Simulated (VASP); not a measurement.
N: relaxation of cell and atoms with r2SCAN

The system is N.

```xyz
8
Lattice="5.6760 0.0000 0.0000 0.0000 5.6760 0.0000 0.0000 0.0000 5.6760" Properties=species:S:1:pos:R:3 pbc="T T T"
N     0.3183    0.3183    0.3183
N     2.5197    5.3578    3.1563
N     3.1563    2.5197    5.3578
N     5.3578    3.1563    2.5197
N     5.3584    5.3584    5.3584
N     3.1557    0.3177    2.5203
N     2.5203    3.1557    0.3177
N     0.3177    2.5203    3.1557
```

```json
{"Program": "VASP 6.6.1", "Task": "relaxation of cell and atoms", "Functional": "r2SCAN", "Potentials or basis": "VASP PAW PBE potentials, release 64 (N)", "Cutoff": "600 eV", "k mesh": "4 × 4 × 4", "Occupations": "gaussian, width 0.02 eV", "Spin": "no spin polarisation", "Dipole correction": "no", "Further INCAR settings": "ALGO = Normal; EDIFF = 1e-06; IBRION = 2; EDIFFG = -0.02; NSW = 70; ISIF = 3"}
```

```yaml
Relaxed_volume: 22.88 Å³/atom
Relaxed_cell: a = 5.678 Å, b = 5.678 Å, c = 5.678 Å, α = 90.00°, β = 90.00°, γ = 90.00°
Space_group_after_relaxing_to_0.1_Å: Pa-3 (No. 205)
Energy_gained_by_relaxing: 0.8 meV/atom
Ionic_steps: 4
Pressure_after_relaxing: -0.1 GPa
Band_gap_on_the_k_mesh: 8.01 eV (least direct gap 8.04 eV)
```

Forces on the atoms (eV/Å):
```
N   -0.001 -0.001 -0.001
N    0.001  0.001 -0.001
N   -0.001  0.001  0.001
N    0.001 -0.001  0.001
N    0.001  0.001  0.001
N   -0.001 -0.001  0.001
N    0.001 -0.001 -0.001
N   -0.001  0.001 -0.001
```

The path:
```tsv
step	energy change (eV)	largest force (eV/Å)	pressure (GPa)	volume (Å³)
1	0.0000	0.7117	0.86	182.87
2	1.3483	8.6851	-11.72	186.12
3	-0.0061	0.0612	-0.14	183.06
4	-0.0061	0.0026	-0.05	183.04
```

Final structure:
```
CELL_PARAMETERS angstrom
5.67782 0.00000 0.00000
0.00000 5.67782 0.00000
0.00000 0.00000 5.67782
ATOMIC_POSITIONS crystal
N 0.05628 0.05628 0.05628
N 0.44372 0.94372 0.55628
N 0.55628 0.44372 0.94372
N 0.94372 0.55628 0.44372
N 0.94383 0.94383 0.94383
N 0.55617 0.05617 0.44383
N 0.44383 0.55617 0.05617
N 0.05617 0.44383 0.55617
```

Levels at points of the mesh, in eV from the valence-band top:
```
           k point  band 17  band 18  band 19  band 20  band 21  band 22  band 23  band 24
(0.00, 0.00, 0.00)    -0.83    -0.02    -0.02    -0.02     8.01     8.01     8.01     8.86
(0.50, 0.00, 0.00)    -0.28    -0.28     0.00     0.00     8.27     8.27     8.62     8.62
(0.50, 0.50, 0.00)    -0.14    -0.14    -0.14    -0.14     8.62     8.62     8.62     8.62
(0.50, 0.50, 0.50)    -0.21    -0.21    -0.21    -0.21     8.62     8.62     8.62     8.62
```

It took 10 min on 1 thread of AMD EPYC 9R45 96-Core Processor (Zen 5), with other jobs on the host, peak memory 0.33 GiB.

Caveat: the standard files for N, O and F lose accuracy on very short bonds; the PAW data sets were made with another functional, which shifts forces and pressure a little. A k mesh can miss the band edges.
